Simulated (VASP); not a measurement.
A run of VASP 6.6.1 is set up as follows.

The input INCAR:

```
PREC     = Accurate       # precision mode
ENCUT    = 520            # plane-wave cutoff, eV
EDIFF    = 1E-7           # SCF threshold, eV
ISMEAR   = 0              # smearing method
SIGMA    = 0.1            # smearing width, eV
LREAL    = False          # projectors in reciprocal space
LASPH    = True           # aspherical terms in the spheres
NELM     = 60             # most SCF steps
ALGO     = Normal         # electronic algorithm
ISIF     = 2              # what is computed and relaxed
LWAVE    = False          # write WAVECAR
LCHARG   = True           # write CHGCAR
LDIPOL   = True         
IDIPOL   = 3            
DIPOL    = 0.5 0.5 0.369
LELF     = True           # ELF
LVHAR    = True         
LVACPOTAV= True         
NBANDS   = 38             # bands
```

The input KPOINTS:

```
Automatic mesh
0
Gamma
  12 12 1
```

POSCAR

```
Ru4N
1.0
    2.6740588505      0.0000000000      0.0000000000
   -1.3370294252      2.3158028957      0.0000000000
    0.0000000000      0.0000000000     21.7621999150
Ru N
4 1
Direct
    0.6666666667      0.3333333333      0.1838049469
    0.3333333333      0.6666666667      0.2809173942
    0.6666666667      0.3333333333      0.3776317013
    0.3333333333      0.6666666667      0.4715607776
    0.8333333333      1.0000000000      0.5321503399
```

Potentials or basis: VASP PAW LDA potentials, release 64 (Ru_pv, N).

Launch:

```console
$ cat potpaw_LDA.64/Ru_pv/POTCAR potpaw_LDA.64/N/POTCAR > POTCAR
$ mpirun -np 1 vasp_std > vasp.out
```

What does it give for the band gap on the k mesh?

Zero (an odd number of electrons rules out a gap without spin polarisation).

Predict the largest force.

2.943 eV/Å.

Forces on the atoms (eV/Å):
```
Ru  -0.029 -0.005  0.908
Ru   0.045  0.019 -0.904
Ru  -0.713 -0.118 -2.629
Ru  -1.530 -0.539  2.456
N    2.227  0.642  0.168
```
